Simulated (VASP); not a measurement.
## W: single point with r2SCAN

Crystal: W.

```
CELL_PARAMETERS angstrom
3.17121 0.00000 0.00000
0.00000 3.17121 0.00000
0.00000 0.00000 3.17121
ATOMIC_POSITIONS crystal
W 0.00000 0.00000 0.00000
W 0.50000 0.50000 0.50000
```

```
Program             : VASP 6.6.1
Task                : single point
Functional          : r2SCAN
Potentials or basis : VASP PAW PBE potentials, release 64 (W_sv)
Cutoff              : 520 eV
k mesh              : 7 × 7 × 7
Occupations         : fermi-dirac, width 0.1 eV
Spin                : no spin polarisation
```

| Quantity | Value |
| --- | --- |
| Pressure | 1.2 GPa |
| Band gap on the k mesh | zero (band 14 reaches 11.35 eV, above the bottom of band 15 at 11.15 eV) |

Levels at points of the mesh, in eV from the Fermi level:
```
           k point  band 11  band 12  band 13  band 14  band 15  band 16  band 17  band 18
(0.00, 0.00, 0.00)    -6.00    -1.31    -1.31    -1.31     2.51     2.51     5.26     5.26
```

Run time: 17 s on 1 thread of Intel(R) Xeon(R) 6975P-C (Granite Rapids), on a shared host, peak memory 0.14 GiB.

Caveat: the PAW data sets were made with another functional, which shifts forces and pressure a little; spin-orbit coupling is left out, which moves the levels of the heavy elements.
